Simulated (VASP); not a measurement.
A run of VASP 6.6.1 is set up as follows.

The input INCAR:

```
ALGO = Normal
EDIFF = 1E-6
ENCUT = 520
GGA = PE
ISIF = 2
ISMEAR = 0
LASPH = T
LCHARG = F
LREAL = F
LWAVE = F
NBANDS = 24
NELM = 100
PREC = Accurate
SIGMA = 0.02
```

KPOINTS

```
k-points
0
Gamma
  6 6 4
```

Contents of POSCAR:

```
BaTe
1.0
    4.9463451652      0.0000000000      0.0000000000
   -2.4731725826      4.2836605690      0.0000000000
    0.0000000000      0.0000000000      8.6749746034
Ba Te
2 2
Direct
    0.0000000000      0.0000000000      0.0000000000
    0.0000000000      0.0000000000      0.5000000000
    0.3333333333      0.6666666667      0.7500000000
    0.6666666667      0.3333333333      0.2500000000
```

Potentials or basis: VASP PAW PBE potentials, release 64 (Ba_sv, Te).

Command:

```console
$ cat potpaw_PBE.64/Ba_sv/POTCAR potpaw_PBE.64/Te/POTCAR > POTCAR
$ mpirun -np 1 vasp_std > vasp.out
```

Q: Predict the band gap on the k mesh.

A: 1.71 eV (least direct gap 1.76 eV).

Q: Estimate the pressure.

A: -0.5 GPa.

Caveat: spin-orbit coupling is left out, which moves the levels of the heavy elements. A k mesh can miss the band edges.
